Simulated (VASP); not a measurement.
# Zn16TeS15 (a cell with a defect) (Wurtzite-4H) in VASP: single point with PBE

Aim: the single point of Zn16TeS15 (a cell with a defect) (Wurtzite-4H) with PBE.

All numbers are computed with VASP 6.6.1; they aren't measurements. Logs are shortened: lines on timing, memory, paths and dates and some standing lists are left out, and cuts for length are marked.

## (1) The cell of the first run

The cell holds a defect, 32 atoms: a = 7.645 Å, b = 7.645 Å, c = 12.520 Å, α = 90.00°, β = 90.00°, γ = 120.00°.

## (2) Single point, PBE

INCAR

```
SYSTEM = Zn16TeS15
ALGO = Normal
EDIFF = 1E-6
ENCUT = 520
GGA = PE
ISIF = 2
ISMEAR = -1
LASPH = .TRUE.
LCHARG = .TRUE.
LELF = .TRUE.
LREAL = Auto
LVHAR = .TRUE.
LWAVE = .FALSE.
NBANDS = 166
NELM = 100
PREC = Accurate
SIGMA = 0.01
```

KPOINTS

```
k-points
0
G
  3 3 2
  0 0 0
```

POSCAR

```
Zn16TeS15
1.0
    7.6453999999      0.0000000000      0.0000000000
   -3.8227000000      6.6211106220      0.0000000000
    0.0000000000      0.0000000000     12.5200000000
Zn S Te
16 15 1
Direct
   -0.0003375267     -0.0006750534     -0.0026019937
   -0.0003375267      0.5003375267     -0.0026019937
    0.5000000000      0.0000000000      0.0013741357
    0.5006750534      0.5003375267     -0.0026019937
   -0.0117937512     -0.0235875024      0.5074501894
   -0.0117937512      0.5117937512      0.5074501894
    0.5000000000      0.0000000000      0.5000309667
    0.5235875024      0.5117937512      0.5074501894
    0.1666666667      0.3333333333      0.2314923519
    0.1655905511      0.8327952756      0.2494272929
    0.6672047244      0.3344094489      0.2494272929
    0.6672047244      0.8327952756      0.2494272929
    0.3341439451      0.1658560549      0.7504026693
    0.3341439451      0.6682878903      0.7504026693
    0.8317121097      0.1658560549      0.7504026693
    0.8333333333      0.6666666667      0.7554917495
   -0.0024238738     -0.0048477476      0.1827173301
   -0.0024238738      0.5024238738      0.1827173301
    0.5000000000      0.0000000000      0.1883684731
    0.5048477476      0.5024238738      0.1827173301
   -0.0016918122     -0.0033836243      0.6921817485
   -0.0016918122      0.5016918122      0.6921817485
    0.5000000000      0.0000000000      0.6865269049
    0.5033836243      0.5016918122      0.6921817485
    0.1672491954      0.8336245977      0.4370173467
    0.6663754023      0.3327508046      0.4370173467
    0.6663754023      0.8336245977      0.4370173467
    0.3338875640      0.1661124360      0.9374204597
    0.3338875640      0.6677751279      0.9374204597
    0.8322248721      0.1661124360      0.9374204597
    0.8333333333      0.6666666667      0.9390882072
    0.1666666667      0.3333333333      0.4355820822
```

Potentials or basis: VASP PAW PBE potentials, release 64 (Zn, S, Te).

Command:

```
> cat potpaw_PBE.64/Zn/POTCAR potpaw_PBE.64/S/POTCAR potpaw_PBE.64/Te/POTCAR > POTCAR
> mpirun -np 1 vasp_std > vasp.out
```

OUTCAR:

```text
SYSTEM = Zn16TeS15
   EDIFF = 1E-6
   ENCUT = 520
   GGA = PE
   ISIF = 2
   ISMEAR = -1
   LASPH = .TRUE.
   LREAL = Auto
   NELM = 100
   PREC = Accurate

 ion  position               nearest neighbor table
   1  1.000  0.999  0.997-  17 2.32  31 2.32  30 2.34  28 2.34
   2  1.000  0.500  0.997-  18 2.32  31 2.32  29 2.34  30 2.34
   3  0.500  0.000  0.001-  28 2.34  30 2.34  29 2.34  19 2.34
   4  0.501  0.500  0.997-  20 2.32  31 2.32  29 2.34  28 2.34
   5  0.988  0.976  0.507-  27 2.31  25 2.31  21 2.32  32 2.53
   6  0.988  0.512  0.507-  26 2.31  25 2.31  22 2.32  32 2.53
[... 24 lines left out ...]
  31  0.833  0.667  0.939-  16 2.30   4 2.32   1 2.32   2 2.32
  32  0.167  0.333  0.436-   8 2.53   5 2.53   6 2.53   9 2.56

  LATTYP: Found a hexagonal cell.
 ALAT       =     7.6453999999
 C/A-ratio  =     1.6375859994

  Lattice vectors:

 A1 = (   7.6453999999,   0.0000000000,   0.0000000000)
 A2 = (  -3.8227000000,   6.6211106220,   0.0000000000)
 A3 = (   0.0000000000,   0.0000000000,  12.5200000000)

Analysis of symmetry for initial positions (statically):
=====================================================================
 Subroutine PRICEL returns:
 Original cell was already a primitive cell.

 Routine SETGRP: Setting up the symmetry group for a
 hexagonal supercell.

 Subroutine GETGRP returns: Found  6 space group operations
 (whereof  2 operations were pure point group operations)
 out of a pool of 24 trial point group operations.

The static configuration has the point symmetry C_1h.
 The point group associated with its full space group is C_3v.

Analysis of symmetry for dynamics (positions and initial velocities):
=====================================================================
 Subroutine PRICEL returns:
 Original cell was already a primitive cell.

 Routine SETGRP: Setting up the symmetry group for a
 hexagonal supercell.

 Subroutine GETGRP returns: Found  6 space group operations
 (whereof  2 operations were pure point group operations)
 out of a pool of 24 trial point group operations.

The dynamic configuration has the point symmetry C_1h.
 The point group associated with its full space group is C_3v.

 Subroutine INISYM returns: Found  6 space group operations
 (whereof  2 operations are pure point group operations),
 and found     1 'primitive' translations

----------------------------------------------------------------------------------------

                                     Primitive cell

  volume of cell :     633.7754

  direct lattice vectors                    reciprocal lattice vectors
     7.645400000  0.000000000  0.000000000     0.130797604  0.075516032  0.000000000
    -3.822700000  6.621110622  0.000000000     0.000000000  0.151032064  0.000000000
     0.000000000  0.000000000 12.520000000     0.000000000  0.000000000  0.079872204

  length of vectors
     7.645400000  7.645400000 12.520000000     0.151032064  0.151032064  0.079872204

  position of ions in fractional coordinates (direct lattice)
     0.999662473  0.999324947  0.997398006
     0.999662473  0.500337527  0.997398006
     0.500000000  0.000000000  0.001374136
     0.500675053  0.500337527  0.997398006
     0.988206249  0.976412498  0.507450189
     0.988206249  0.511793751  0.507450189
[... 24 lines left out ...]
     0.833333333  0.666666667  0.939088207
     0.166666667  0.333333333  0.435582082

  ion indices of the primitive-cell ions
   primitive index   ion index
                 1           1
                 2           2
                 3           3
                 4           4
                 5           5
                 6           6
[... 24 lines left out ...]
                31          31
                32          32

----------------------------------------------------------------------------------------

 KPOINTS: k-points

Automatic generation of k-mesh.
 Grid dimensions read from file:
 generate k-points for:    3    3    2

 Generating k-lattice:

  Cartesian coordinates                     Fractional coordinates (reciprocal lattice)
     0.043599201  0.025172011  0.000000000     0.333333333  0.000000000  0.000000000
     0.000000000  0.050344021  0.000000000     0.000000000  0.333333333  0.000000000
     0.000000000  0.000000000  0.039936102     0.000000000  0.000000000  0.500000000

  Length of vectors
     0.050344021  0.050344021  0.039936102

  Shift w.r.t. Gamma in fractional coordinates (k-lattice)
     0.000000000  0.000000000  0.000000000

 Subroutine IBZKPT returns following result:
 ===========================================

 Found      6 irreducible k-points:

 Following reciprocal coordinates:
            Coordinates               Weight
  0.000000  0.000000  0.000000      1.000000
  0.333333  0.000000  0.000000      6.000000
  0.333333  0.333333  0.000000      2.000000
  0.000000  0.000000  0.500000      1.000000
  0.333333  0.000000  0.500000      6.000000
  0.333333  0.333333  0.500000      2.000000
   k-points           NKPTS =      6   k-points in BZ     NKDIM =      6   number of bands    NBANDS=    166
   number of dos      NEDOS =    301   number of ions     NIONS =     32
   total plane-waves  NPLWV = 345600
   dimension x,y,z NGX =    60 NGY =   60 NGZ =   96
   dimension x,y,z NGXF=   120 NGYF=  120 NGZF=  192
   ions per type =              16  15   1
   NGX,Y,Z   is equivalent  to a cutoff of  13.05, 13.05, 12.75 a.u.
   NGXF,Y,Z  is equivalent  to a cutoff of  26.09, 26.09, 25.49 a.u.
 SYSTEM =  Zn16TeS15
   PREC   = accura    normal or accurate (medium, high low for compatibility)
   ISTART =      0    job   : 0-new  1-cont  2-samecut
   ICHARG =      2    charge: 1-file 2-atom 10-const
   ISPIN  =      1    spin polarized calculation?
   LNONCOLLINEAR =      F non collinear calculations
   LSORBIT =      F    spin-orbit coupling
   LASPH  =      T    aspherical Exc in radial PAW
   ENCUT  =  520.0 eV  38.22 Ry    6.18 a.u.  14.22 14.22 23.28*2*pi/ulx,y,z
   NELM   =    100;   NELMIN=  2; NELMDL= -5     # of ELM steps
   EDIFF  = 0.1E-05   stopping-criterion for ELM
   LREAL  =      T    real-space projection
   EDIFFG = 0.1E-04   stopping-criterion for IOM
   NSW    =      0    number of steps for IOM
   IBRION =     -1    ionic relax: 0-MD 1-quasi-New 2-CG
   NFREE  =      0    steps in history (QN), initial steepest desc. (CG)
   ISIF   =      2    stress and relaxation
   ISYM   =      2    0-nonsym 1-usesym 2-fastsym
   POTIM  = 0.5000    time-step for ionic-motion
   TEBEG  =    0.0;   TEEND  =   0.0 temperature during run
   PSTRESS=    0.0 pullay stress
   NELECT =     288.0000    total number of electrons
   NUPDOWN=      -1.0000    fix difference up-down
   EMIN   =  10.00;   EMAX   =-10.00  energy-range for DOS
   EFERMI =   0.00;   METHOD = LEGACY
   ISMEAR =    -1;   SIGMA  =   0.01  broadening in eV -4-tet -1-fermi 0-gaus
   EFERMI_NEDOS =   21; number of points for ismear=-14 and -15
   IALGO  =     38    algorithm
   IMIX   =      4    mixing-type and parameters
     AMIX     =   0.40;   BMIX     =  1.00
     AMIX_MAG =   1.60;   BMIX_MAG =  1.00
  volume/ion in A,a.u.               =      19.81       133.65
  Fermi-wavevector in a.u.,A,eV,Ry     =   1.258618  2.378443 21.553244  1.584119
  Thomas-Fermi vector in A             =   2.392218
   LORBIT       =      0    0 simple, 1 ext, 2 COOP (PROOUT), +10 PAW based schemes
   GGA     = PE    functional components
   LHFCALC =     F    Hartree Fock is set to
   AEXX    =    0.0000 exact exchange contribution
   IVDW    =     0    specifies the selected vdW correction
   LEPSILON=     F    determine dielectric tensor
   LRPA    =     F    only Hartree local field effects (RPA)
 non-spin polarized calculation
  energy-cutoff  :      520.00
  volume of cell :      633.78
 maximum number of plane-waves:     17117
 NGX is ok and might be reduce to    60
   NGX = 29   NGY = 29   NGZ = 47

 number of electron     288.0000126 magnetization

 Free energy of the ion-electron system (eV)
  ---------------------------------------------------
  ext. energy  EPLUGINS =         0.00000000
  ---------------------------------------------------
  free energy    TOTEN  =      -107.07292666 eV

  energy without entropy =     -107.07292666  energy(sigma->0) =     -107.07292666

 E-fermi :   3.0281     XC(G=0):  -9.6815

 val. band max:        2.7582519054   @ k =   0.0000   0.0000   0.0000
 cond. band min:       4.4753072075   @ k =   0.0000   0.0000   0.0000
 fundamental gap:      1.7170553021
 Fermi energy:         3.0281069294

 k-point     1 :       0.0000    0.0000    0.0000
  band No.  band energies     occupation
      1     -10.8683      2.00000
      2     -10.4763      2.00000
      3     -10.3995      2.00000
      4      -9.9671      2.00000
      5      -9.9671      2.00000
      6      -9.9619      2.00000
[... 148 lines left out ...]
    155       6.0163      0.00000
    156       6.0170      0.00000

 k-point     2 :       0.3333    0.0000    0.0000
  band No.  band energies     occupation
      1     -10.6901      2.00000
      2     -10.3280      2.00000
      3     -10.2911      2.00000
      4     -10.2298      2.00000
      5      -9.9995      2.00000
      6      -9.9835      2.00000
[... 148 lines left out ...]
    155       6.8688      0.00000
    156       7.1159      0.00000

 k-point     3 :       0.3333    0.3333    0.0000
  band No.  band energies     occupation
      1     -10.4219      2.00000
      2     -10.3911      2.00000
      3     -10.3325      2.00000
      4     -10.1031      2.00000
      5     -10.0864      2.00000
      6     -10.0828      2.00000
[... 148 lines left out ...]
    155       7.2076      0.00000
    156       7.3344      0.00000

 k-point     4 :       0.0000    0.0000    0.5000
  band No.  band energies     occupation
      1     -10.7921      2.00000
      2     -10.7001      2.00000
      3     -10.1092      2.00000
      4     -10.0940      2.00000
      5      -9.9446      2.00000
      6      -9.9341      2.00000
[... 148 lines left out ...]
    155       6.2909      0.00000
    156       6.2909      0.00000

 k-point     5 :       0.3333    0.0000    0.5000
  band No.  band energies     occupation
      1     -10.6187      2.00000
      2     -10.5372      2.00000
      3     -10.2077      2.00000
      4     -10.1455      2.00000
      5      -9.9979      2.00000
      6      -9.9868      2.00000
[... 148 lines left out ...]
    155       6.7435      0.00000
    156       6.9189      0.00000

 k-point     6 :       0.3333    0.3333    0.5000
  band No.  band energies     occupation
      1     -10.3533      2.00000
      2     -10.3133      2.00000
      3     -10.3078      2.00000
      4     -10.3017      2.00000
      5     -10.2880      2.00000
      6     -10.1437      2.00000
[... 148 lines left out ...]
    155       7.3786      0.00000
    156       7.4620      0.00000
 [bands above 156 left out]

------------------------ aborting loop because EDIFF is reached ----------------------------------------

  FORCE on cell =-STRESS in cart. coord.  units (eV):
  Direction    XX          YY          ZZ          XY          YZ          ZX
  --------------------------------------------------------------------------------------
  -------------------------------------------------------------------------------------
  Total       13.6602795     13.6602795     13.5744883     -0.0000000      0.0000000      0.0000000
  in kB       34.5330377     34.5330377     34.3161586     -0.0000000      0.0000000      0.0000000
  external PRESSURE =      34.4607447 kB  Pullay stress =       0.0000000 kB

 VOLUME and BASIS-vectors are now :
 -----------------------------------------------------------------------------
  energy-cutoff  :      520.00
  volume of cell :      633.78
      direct lattice vectors                 reciprocal lattice vectors
     7.645400000  0.000000000  0.000000000     0.130797604  0.075516032  0.000000000
    -3.822700000  6.621110622  0.000000000     0.000000000  0.151032064  0.000000000
     0.000000000  0.000000000 12.520000000     0.000000000  0.000000000  0.079872204

 POSITION                                       TOTAL-FORCE (eV/Angst)
 -----------------------------------------------------------------------------------
      3.82270      6.61664     12.48742        -0.000000      0.006447      0.000558
      5.73018      3.31279     12.48742         0.005583     -0.003223      0.000558
      3.82270      0.00000      0.01720         0.000000      0.000000      0.004710
      1.91522      3.31279     12.48742        -0.005583     -0.003223      0.000558
      3.82270      6.46494      6.35328        -0.000000      0.009778      0.004193
      5.59880      3.38864      6.35328         0.008468     -0.004889      0.004193
[... 24 lines left out ...]
      3.82270      4.41407     11.75738         0.000000      0.000000      0.002889
      0.00000      2.20704      5.45349         0.000000      0.000000      0.000581
 -----------------------------------------------------------------------------------
    total drift:                               -0.000004     -0.000001     -0.006909

  FREE ENERGIE OF THE ION-ELECTRON SYSTEM (eV)
  ---------------------------------------------------
  free  energy   TOTEN  =      -107.0729266630 eV

  energy  without entropy=     -107.0729266630  energy(sigma->0) =     -107.07292666
```

Wall time 15 min (1 thread of Intel Xeon 6975P-C (Granite Rapids), shared host); peak memory 0.93 GiB.

Results:

| Property | Result |
| --- | --- |
| Free energy | -107.0729 eV |
| Pressure | 3.4 GPa |
| Largest force | 0.012 eV/Å |
| Band gap on the k mesh | 1.72 eV |

Forces on the atoms (eV/Å):
```
Zn   0.000  0.006  0.001
Zn   0.006 -0.003  0.001
Zn   0.000  0.000  0.005
Zn  -0.006 -0.003  0.001
Zn   0.000  0.010  0.004
Zn   0.008 -0.005  0.004
Zn   0.000  0.000  0.003
Zn  -0.008 -0.005  0.004
Zn   0.000  0.000 -0.008
Zn   0.000  0.000  0.001
Zn   0.000  0.000  0.001
Zn   0.000  0.000  0.001
Zn  -0.002  0.001  0.002
Zn   0.000 -0.002  0.002
Zn   0.002  0.001  0.002
Zn   0.000  0.000  0.002
S    0.000 -0.002  0.002
S   -0.001  0.001  0.002
S    0.000  0.000  0.002
S    0.001  0.001  0.002
S    0.000  0.002 -0.001
S    0.001 -0.001 -0.001
S    0.000  0.000 -0.003
S   -0.001 -0.001 -0.001
S    0.004  0.002 -0.011
S    0.000 -0.005 -0.011
S   -0.004  0.002 -0.011
S    0.002 -0.001  0.000
S    0.000  0.002  0.000
S   -0.002 -0.001  0.000
S    0.000  0.000  0.003
Te   0.000  0.000  0.001
```

Levels at points of the mesh, in eV from the valence-band top:
| k point | band 141 | band 142 | band 143 | band 144 | band 145 | band 146 | band 147 | band 148 |
| --- | --- | --- | --- | --- | --- | --- | --- | --- |
| (0.00, 0.00, 0.00) | -0.67 | -0.32 | 0.00 | 0.00 | 1.72 | 2.67 | 2.77 | 2.81 |
| (0.00, 0.00, 0.50) | -0.62 | -0.62 | -0.03 | -0.03 | 2.53 | 2.56 | 2.79 | 2.89 |

Caveat: spin-orbit coupling is left out, which moves the levels of the heavy elements.
